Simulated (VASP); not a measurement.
# Mg3NbO2 (P-6m2) in VASP: further runs

Runs on Mg3NbO2. Level: PBE. Tasks: single point.

All numbers are computed with VASP 6.6.1; they aren't measurements. Logs are shortened: lines on timing, memory, paths and dates and some standing lists are left out, and cuts for length are marked.

### Step 1. The cell of the first run

It takes space group P-6m2 (No. 187, hexagonal). Conventional cell: a = 4.741 Å, b = 4.741 Å, c = 4.213 Å, α = 90.00°, β = 90.00°, γ = 120.00°. Mg (site symmetry mm2) has 1 O at 1.53 Å within 2.0 Å. Nb (site symmetry -6m2) has 5 O at 2.11 to 2.74 Å and 6 Mg at 2.60 Å within 2.8 Å. O (site symmetry -6m2) has 3 Mg at 1.53 Å within 2.0 Å. Within 3.6 Å of O (site symmetry -6m2) lie 3 Nb at 2.74 Å and 12 Mg at 3.18 Å and 6 O at 3.45 Å.

### Step 2. Single point, PBE

Contents of INCAR:

```
PREC = Accurate
ENCUT = 520
EDIFF = 1E-6
ISMEAR = 0
SIGMA = 0.1
LREAL = False
LASPH = True
NELM = 80
ALGO = Normal
ISIF = 2
LWAVE = False
LCHARG = False
GGA = PE
NBANDS = 24
```

Contents of KPOINTS:

```
Automatic mesh
0
Gamma
  6 6 4
```

Contents of POSCAR:

```
Mg3NbO2
1.0
    4.7412716900      0.0000000000      0.0000000000
   -2.3706358500      4.1060617300      0.0000000000
    0.0000000000      0.0000000000      4.2129304000
Mg Nb O
3 1 2
Direct
    0.5197700900      0.4802299100      0.5000000000
    0.5197700900      0.0395401900      0.5000000000
    0.9604598100      0.4802299100      0.5000000000
    0.3333333300      0.6666666700      0.0000000000
    0.3333333300      0.6666666700      0.5000000000
    0.0000000000      0.0000000000      0.0000000000
```

Potentials or basis: VASP PAW PBE potentials, release 64 (Mg, Nb_sv, O).

Run with:

```bash
cat potpaw_PBE.64/Mg/POTCAR potpaw_PBE.64/Nb_sv/POTCAR potpaw_PBE.64/O/POTCAR > POTCAR
mpirun -np 1 vasp_std > vasp.out
```

OUTCAR:

```text
PREC = Accurate
   ENCUT = 520
   EDIFF = 1E-6
   ISMEAR = 0
   LREAL = False
   LASPH = True
   NELM = 80
   ISIF = 2
   GGA = PE

 ion  position               nearest neighbor table
   1  0.520  0.480  0.500-   5 1.53   3 2.09   2 2.09   4 2.60   4 2.60   3 2.65   2 2.65
   2  0.520  0.040  0.500-   5 1.53   3 2.09   1 2.09   4 2.60   4 2.60   3 2.65   1 2.65
   3  0.960  0.480  0.500-   5 1.53   2 2.09   1 2.09   4 2.60   4 2.60   2 2.65   1 2.65
   4  0.333  0.667  0.000-   5 2.11   5 2.11   3 2.60   3 2.60   2 2.60   2 2.60   1 2.60   1 2.60

   5  0.333  0.667  0.500-   3 1.53   2 1.53   1 1.53   4 2.11   4 2.11
   6  0.000  0.000  0.000-

  LATTYP: Found a hexagonal cell.
 ALAT       =     4.7412716900
 C/A-ratio  =     0.8885654895

  Lattice vectors:

 A1 = (   4.7412716900,   0.0000000000,   0.0000000000)
 A2 = (  -2.3706358500,   4.1060617300,   0.0000000000)
 A3 = (   0.0000000000,   0.0000000000,   4.2129304000)

Analysis of symmetry for initial positions (statically):
=====================================================================
 Subroutine PRICEL returns:
 Original cell was already a primitive cell.

 Routine SETGRP: Setting up the symmetry group for a
 hexagonal supercell.

 Subroutine GETGRP returns: Found 12 space group operations
 (whereof 12 operations were pure point group operations)
 out of a pool of 24 trial point group operations.

The static configuration has the point symmetry D_3h.

Analysis of symmetry for dynamics (positions and initial velocities):
=====================================================================
 Subroutine PRICEL returns:
 Original cell was already a primitive cell.

 Routine SETGRP: Setting up the symmetry group for a
 hexagonal supercell.

 Subroutine GETGRP returns: Found 12 space group operations
 (whereof 12 operations were pure point group operations)
 out of a pool of 24 trial point group operations.

The dynamic configuration has the point symmetry D_3h.

 Subroutine INISYM returns: Found 12 space group operations
 (whereof 12 operations are pure point group operations),
 and found     1 'primitive' translations

----------------------------------------------------------------------------------------

                                     Primitive cell

  volume of cell :      82.0171

  direct lattice vectors                    reciprocal lattice vectors
     4.741271690  0.000000000  0.000000000     0.210913878  0.121771185  0.000000000
    -2.370635850  4.106061730  0.000000000     0.000000000  0.243542369  0.000000000
     0.000000000  0.000000000  4.212930400     0.000000000  0.000000000  0.237364472

  length of vectors
     4.741271690  4.741271693  4.212930400     0.243542369  0.243542369  0.237364472

  position of ions in fractional coordinates (direct lattice)
     0.519770090  0.480229910  0.500000000
     0.519770090  0.039540190  0.500000000
     0.960459810  0.480229910  0.500000000
     0.333333330  0.666666670  0.000000000
     0.333333330  0.666666670  0.500000000
     0.000000000  0.000000000  0.000000000

  ion indices of the primitive-cell ions
   primitive index   ion index
                 1           1
                 2           2
                 3           3
                 4           4
                 5           5
                 6           6

----------------------------------------------------------------------------------------

 KPOINTS: Automatic mesh

Automatic generation of k-mesh.
 Grid dimensions read from file:
 generate k-points for:    6    6    4

 Generating k-lattice:

  Cartesian coordinates                     Fractional coordinates (reciprocal lattice)
     0.035152313  0.020295197  0.000000000     0.166666667  0.000000000  0.000000000
     0.000000000  0.040590395  0.000000000     0.000000000  0.166666667  0.000000000
     0.000000000  0.000000000  0.059341118     0.000000000  0.000000000  0.250000000

  Length of vectors
     0.040590395  0.040590395  0.059341118

  Shift w.r.t. Gamma in fractional coordinates (k-lattice)
     0.000000000  0.000000000  0.000000000

 Subroutine IBZKPT returns following result:
 ===========================================

 Found     21 irreducible k-points:

 Following reciprocal coordinates:
            Coordinates               Weight
  0.000000  0.000000  0.000000      1.000000
  0.166667  0.000000  0.000000      6.000000
  0.333333  0.000000  0.000000      6.000000
  0.500000  0.000000  0.000000      3.000000
  0.166667  0.166667  0.000000      6.000000
  0.333333  0.166667  0.000000     12.000000
[... 13 lines left out ...]
  0.333333  0.166667  0.500000     12.000000
  0.333333  0.333333  0.500000      2.000000
   k-points           NKPTS =     21   k-points in BZ     NKDIM =     21   number of bands    NBANDS=     24
   number of dos      NEDOS =    301   number of ions     NIONS =      6
   total plane-waves  NPLWV =  41472
   dimension x,y,z NGX =    36 NGY =   36 NGZ =   32
   dimension x,y,z NGXF=    72 NGYF=   72 NGZF=   64
   ions per type =               3   1   2
   NGX,Y,Z   is equivalent  to a cutoff of  12.62, 12.62, 12.63 a.u.
   NGXF,Y,Z  is equivalent  to a cutoff of  25.25, 25.25, 25.25 a.u.
 SYSTEM =  unknown system
   PREC   = accura    normal or accurate (medium, high low for compatibility)
   ISTART =      0    job   : 0-new  1-cont  2-samecut
   ICHARG =      2    charge: 1-file 2-atom 10-const
   ISPIN  =      1    spin polarized calculation?
   LNONCOLLINEAR =      F non collinear calculations
   LSORBIT =      F    spin-orbit coupling
   LASPH  =      T    aspherical Exc in radial PAW
   ENCUT  =  520.0 eV  38.22 Ry    6.18 a.u.   8.82  8.82  7.83*2*pi/ulx,y,z
   NELM   =     80;   NELMIN=  2; NELMDL= -5     # of ELM steps
   EDIFF  = 0.1E-05   stopping-criterion for ELM
   LREAL  =      F    real-space projection
   EDIFFG = 0.1E-04   stopping-criterion for IOM
   NSW    =      0    number of steps for IOM
   IBRION =     -1    ionic relax: 0-MD 1-quasi-New 2-CG
   NFREE  =      0    steps in history (QN), initial steepest desc. (CG)
   ISIF   =      2    stress and relaxation
   ISYM   =      2    0-nonsym 1-usesym 2-fastsym
   POTIM  = 0.5000    time-step for ionic-motion
   TEBEG  =    0.0;   TEEND  =   0.0 temperature during run
   PSTRESS=    0.0 pullay stress
   NELECT =      31.0000    total number of electrons
   NUPDOWN=      -1.0000    fix difference up-down
   EMIN   =  10.00;   EMAX   =-10.00  energy-range for DOS
   EFERMI =   0.00;   METHOD = LEGACY
   ISMEAR =     0;   SIGMA  =   0.10  broadening in eV -4-tet -1-fermi 0-gaus
   EFERMI_NEDOS =   21; number of points for ismear=-14 and -15
   IALGO  =     38    algorithm
   IMIX   =      4    mixing-type and parameters
     AMIX     =   0.40;   BMIX     =  1.00
     AMIX_MAG =   1.60;   BMIX_MAG =  1.00
  volume/ion in A,a.u.               =      13.67        92.25
  Fermi-wavevector in a.u.,A,eV,Ry     =   1.183661  2.236794 19.062476  1.401052
  Thomas-Fermi vector in A             =   2.319891
   LORBIT       =      0    0 simple, 1 ext, 2 COOP (PROOUT), +10 PAW based schemes
   GGA     = PE    functional components
   LHFCALC =     F    Hartree Fock is set to
   AEXX    =    0.0000 exact exchange contribution
   IVDW    =     0    specifies the selected vdW correction
   LEPSILON=     F    determine dielectric tensor
   LRPA    =     F    only Hartree local field effects (RPA)
 non-spin polarized calculation
 Gauss-broadening in eV      SIGMA  =   0.10
  energy-cutoff  :      520.00
  volume of cell :       82.02
 maximum number of plane-waves:      2224
 NGX is ok and might be reduce to    36
   NGX = 17   NGY = 17   NGZ = 15

 number of electron      30.9999986 magnetization

 Free energy of the ion-electron system (eV)
  ---------------------------------------------------
  ext. energy  EPLUGINS =         0.00000000
  ---------------------------------------------------
  free energy    TOTEN  =       -13.02847932 eV

  energy without entropy =      -13.02084579  energy(sigma->0) =      -13.02466256

 E-fermi :   6.2126     XC(G=0): -10.3377

 val. band max:        6.1781292552   @ k =   0.1667   0.1667   0.5000
 cond. band min:       6.2699073548   @ k =   0.5000   0.0000   0.0000
 fundamental gap:      0.0917780996
 Fermi energy:         6.2126173158

 k-point     1 :       0.0000    0.0000    0.0000
  band No.  band energies     occupation
      1     -49.1073      2.00000
      2     -25.4968      2.00000
      3     -25.2532      2.00000
      4     -25.2532      2.00000
      5     -16.8123      2.00000
      6     -11.1226      2.00000
[... 16 lines left out ...]
     23      10.0468      0.00000
     24      11.6153      0.00000

 k-point     2 :       0.1667    0.0000    0.0000
  band No.  band energies     occupation
      1     -49.1072      2.00000
      2     -25.4967      2.00000
      3     -25.2552      2.00000
      4     -25.2536      2.00000
      5     -16.8034      2.00000
      6     -11.1120      2.00000
[... 16 lines left out ...]
     23      10.5093      0.00000
     24      11.9979      0.00000

 k-point     3 :       0.3333    0.0000    0.0000
  band No.  band energies     occupation
      1     -49.1071      2.00000
      2     -25.4964      2.00000
      3     -25.2590      2.00000
      4     -25.2544      2.00000
      5     -16.7862      2.00000
      6     -11.0914      2.00000
[... 16 lines left out ...]
     23      11.2093      0.00000
     24      13.0497      0.00000

 k-point     4 :       0.5000    0.0000    0.0000
  band No.  band energies     occupation
      1     -49.1071      2.00000
      2     -25.4963      2.00000
      3     -25.2610      2.00000
      4     -25.2549      2.00000
      5     -16.7775      2.00000
      6     -11.0810      2.00000
[... 16 lines left out ...]
     23      11.7857      0.00000
     24      13.1891      0.00000

 k-point     5 :       0.1667    0.1667    0.0000
  band No.  band energies     occupation
      1     -49.1072      2.00000
      2     -25.4965      2.00000
      3     -25.2577      2.00000
      4     -25.2546      2.00000
      5     -16.7905      2.00000
      6     -11.0966      2.00000
[... 16 lines left out ...]
     23      11.1409      0.00000
     24      12.0851      0.00000

 k-point     6 :       0.3333    0.1667    0.0000
  band No.  band energies     occupation
      1     -49.1071      2.00000
      2     -25.4963      2.00000
      3     -25.2600      2.00000
      4     -25.2558      2.00000
      5     -16.7774      2.00000
      6     -11.0810      2.00000
[... 16 lines left out ...]
     23      11.7784      0.00000
     24      12.6729      0.00000
[... 298 lines left out ...]
 k-point    18 :       0.5000    0.0000    0.5000
  band No.  band energies     occupation
      1     -49.1052      2.00000
      2     -25.6912      2.00000
      3     -25.2556      2.00000
      4     -25.2498      2.00000
      5     -15.9500      2.00000
      6     -11.0499      2.00000
[... 16 lines left out ...]
     23      11.2772      0.00000
     24      12.1352      0.00000

 k-point    19 :       0.1667    0.1667    0.5000
  band No.  band energies     occupation
      1     -49.1053      2.00000
      2     -25.6920      2.00000
      3     -25.2525      2.00000
      4     -25.2495      2.00000
      5     -15.9621      2.00000
      6     -11.0662      2.00000
[... 16 lines left out ...]
     23      11.3094      0.00000
     24      12.5462      0.00000

 k-point    20 :       0.3333    0.1667    0.5000
  band No.  band energies     occupation
      1     -49.1052      2.00000
      2     -25.6912      2.00000
      3     -25.2547      2.00000
      4     -25.2506      2.00000
      5     -15.9501      2.00000
      6     -11.0500      2.00000
[... 16 lines left out ...]
     23      11.7591      0.00000
     24      12.6363      0.00000

 k-point    21 :       0.3333    0.3333    0.5000
  band No.  band energies     occupation
      1     -49.1052      2.00000
      2     -25.6910      2.00000
      3     -25.2543      2.00000
      4     -25.2521      2.00000
      5     -15.9460      2.00000
      6     -11.0446      2.00000
[... 16 lines left out ...]
     23      12.7909      0.00000
     24      12.8438      0.00000

------------------------ aborting loop because EDIFF is reached ----------------------------------------

  FORCE on cell =-STRESS in cart. coord.  units (eV):
  Direction    XX          YY          ZZ          XY          YZ          ZX
  --------------------------------------------------------------------------------------
  -------------------------------------------------------------------------------------
  Total       45.6734726     45.6734726     14.6946803     -0.0000001      0.0000000      0.0000000
  in kB      892.2160145    892.2160146    287.0556653     -0.0000011      0.0000000      0.0000000
  external PRESSURE =     690.4958981 kB  Pullay stress =       0.0000000 kB

 VOLUME and BASIS-vectors are now :
 -----------------------------------------------------------------------------
  energy-cutoff  :      520.00
  volume of cell :       82.02
      direct lattice vectors                 reciprocal lattice vectors
     4.741271690  0.000000000  0.000000000     0.210913878  0.121771185  0.000000000
    -2.370635850  4.106061730  0.000000000     0.000000000  0.243542369  0.000000000
     0.000000000  0.000000000  4.212930400     0.000000000  0.000000000  0.237364472

 POSITION                                       TOTAL-FORCE (eV/Angst)
 -----------------------------------------------------------------------------------
      1.32592      1.97185      2.10647         5.451400     -3.147367     -0.000000
      2.37064      0.16235      2.10647        -0.000000      6.294734     -0.000000
      3.41535      1.97185      2.10647        -5.451400     -3.147367     -0.000000
     -0.00000      2.73737      0.00000         0.000000      0.000000      0.000000
     -0.00000      2.73737      2.10647         0.000000      0.000000      0.000000
      0.00000      0.00000      0.00000         0.000000      0.000000      0.000000
 -----------------------------------------------------------------------------------
    total drift:                                0.000079     -0.000046      0.000000

  FREE ENERGIE OF THE ION-ELECTRON SYSTEM (eV)
  ---------------------------------------------------
  free  energy   TOTEN  =       -13.0284793242 eV

  energy  without entropy=      -13.0208457861  energy(sigma->0) =      -13.02466256
```

Wall time 33 s (1 thread of Intel Xeon Platinum 8559C (Emerald Rapids), shared host); peak memory 0.2 GiB.

Results:

| Item | Value |
| --- | --- |
| Free energy | -13.0285 eV |
| Pressure | 69.0 GPa |
| Largest force | 6.295 eV/Å |

Forces in eV/Å, atoms in the order of the input:
```
Mg   5.451 -3.147  0.000
Mg   0.000  6.295  0.000
Mg  -5.451 -3.147  0.000
Nb   0.000  0.000  0.000
O    0.000  0.000  0.000
O    0.000  0.000  0.000
```

Caveat: the k points lie up to 0.37 Å⁻¹ apart; an odd number of electrons without spin polarisation forces a metal; a magnetic or distorted state may lie lower.

### Step 3. Single point, PBE

This run uses another cell than the first one, of 23.59 Å³/atom, 1.726 times its volume.

Contents of INCAR:

```
SYSTEM = Mg3NbO2
PREC = Accurate
ENCUT = 520
EDIFF = 1E-6
ISMEAR = 0
SIGMA = 0.1
LREAL = .FALSE.
LASPH = .TRUE.
NELM = 100
ALGO = Normal
ISIF = 2
LWAVE = .FALSE.
LCHARG = .FALSE.
GGA = PE
NBANDS = 24
```

Contents of KPOINTS:

```
Automatic mesh
0
G
  6 6 4
  0 0 0
```

Contents of POSCAR:

```
Mg3NbO2
1.0
    6.4026952682      0.0000000039      0.0000000000
   -3.2013476375      5.5448967530      0.0000000000
    0.0000000000      0.0000000000      3.9863097078
Mg Nb O
3 1 2
Direct
    0.5221938371      0.4778061629      0.5000000000
    0.5221938371      0.0443876742      0.5000000000
    0.9556123258      0.4778061629      0.5000000000
    0.3333333333      0.6666666667      0.0000000000
    0.3333333333      0.6666666667      0.5000000000
    0.0000000000      0.0000000000      0.0000000000
```

Potentials or basis: VASP PAW PBE potentials, release 64 (Mg, Nb_sv, O).

Run with:

```bash
cat potpaw_PBE.64/Mg/POTCAR potpaw_PBE.64/Nb_sv/POTCAR potpaw_PBE.64/O/POTCAR > POTCAR
mpirun -np 1 vasp_std > vasp.out
```

OUTCAR:

```text
SYSTEM = Mg3NbO2
   PREC = Accurate
   ENCUT = 520
   EDIFF = 1E-6
   ISMEAR = 0
   LREAL = .FALSE.
   LASPH = .TRUE.
   NELM = 100
   ISIF = 2
   GGA = PE

 ion  position               nearest neighbor table
   1  0.522  0.478  0.500-   5 2.09   3 2.78   2 2.78   4 2.89   4 2.89   3 3.63   2 3.63
   2  0.522  0.044  0.500-   5 2.09   3 2.78   1 2.78   4 2.89   4 2.89   3 3.63   1 3.63
   3  0.956  0.478  0.500-   5 2.09   2 2.78   1 2.78   4 2.89   4 2.89   2 3.63   1 3.63
   4  0.333  0.667  0.000-   5 1.99   5 1.99   3 2.89   3 2.89   2 2.89   2 2.89   1 2.89   1 2.89

   5  0.333  0.667  0.500-   4 1.99   4 1.99   3 2.09   2 2.09   1 2.09
   6  0.000  0.000  0.000-
[... 770 lines left out ...]
  Total        0.0768681      0.0768681     -0.1687786     -0.0000000      0.0000000      0.0000000
  in kB        0.8702203      0.8702203     -1.9107355     -0.0000000      0.0000000      0.0000000
  external PRESSURE =      -0.0567650 kB  Pullay stress =       0.0000000 kB

 VOLUME and BASIS-vectors are now :
 -----------------------------------------------------------------------------
  energy-cutoff  :      520.00
  volume of cell :      141.52
      direct lattice vectors                 reciprocal lattice vectors
     6.402695268  0.000000004  0.000000000     0.156184225  0.090173005  0.000000000
    -3.201347638  5.544896753  0.000000000    -0.000000000  0.180346009  0.000000000
     0.000000000  0.000000000  3.986309708     0.000000000  0.000000000  0.250858582

 POSITION                                       TOTAL-FORCE (eV/Angst)
 -----------------------------------------------------------------------------------
      1.81382      2.64939      1.99315        -0.009550      0.005514      0.000000
      3.20135      0.24613      1.99315         0.000000     -0.011028     -0.000000
      4.58887      2.64939      1.99315         0.009550      0.005514      0.000000
     -0.00000      3.69660      0.00000        -0.000000     -0.000000     -0.000000
     -0.00000      3.69660      1.99315        -0.000000     -0.000000     -0.000000
      0.00000      0.00000      0.00000         0.000000     -0.000000     -0.000000
 -----------------------------------------------------------------------------------
    total drift:                                0.000003     -0.000002     -0.000000

  FREE ENERGIE OF THE ION-ELECTRON SYSTEM (eV)
  ---------------------------------------------------
  free  energy   TOTEN  =       -22.6709314245 eV

  energy  without entropy=      -22.6364036662  energy(sigma->0) =      -22.65366755
```

OSZICAR:

```text
N       E                     dE             d eps       ncg     rms          rms(c)
DAV:   1     0.217631995569E+03    0.21763E+03   -0.13585E+04  1056   0.108E+03
[... 16 lines left out ...]
DAV:  18    -0.226714267306E+02    0.38245E-03   -0.23692E-04  1224   0.798E-02    0.224E-01
DAV:  19    -0.226710631498E+02    0.36358E-03   -0.39584E-04  1288   0.573E-02    0.109E-01
DAV:  20    -0.226709543080E+02    0.10884E-03   -0.16952E-04  1328   0.474E-02    0.458E-02
DAV:  21    -0.226709277973E+02    0.26511E-04   -0.10474E-04  1192   0.542E-02    0.612E-03
DAV:  22    -0.226709324852E+02   -0.46878E-05   -0.98489E-06  1456   0.193E-02    0.696E-03
DAV:  23    -0.226709314347E+02    0.10505E-05   -0.32889E-06  1104   0.915E-03    0.211E-03
DAV:  24    -0.226709314245E+02    0.10194E-07   -0.19679E-07   528   0.244E-03
   1 F= -.22670931E+02 E0= -.22653668E+02  d E =-.345278E-01
```

Run time: 1.7 min. Hardware: 1 thread of Intel Xeon Platinum 8559C (Emerald Rapids), shared host; peak memory 0.28 GiB.

Results:

| Property | Result |
| --- | --- |
| Free energy | -22.6709 eV |
| Pressure | 0.0 GPa |
| Largest force | 0.011 eV/Å |

Forces on the atoms (eV/Å):
```
Mg  -0.010  0.006  0.000
Mg   0.000 -0.011  0.000
Mg   0.010  0.006  0.000
Nb   0.000  0.000  0.000
O    0.000  0.000  0.000
O    0.000  0.000  0.000
```

Caveat: the k points lie up to 0.39 Å⁻¹ apart; an odd number of electrons without spin polarisation forces a metal; a magnetic or distorted state may lie lower.
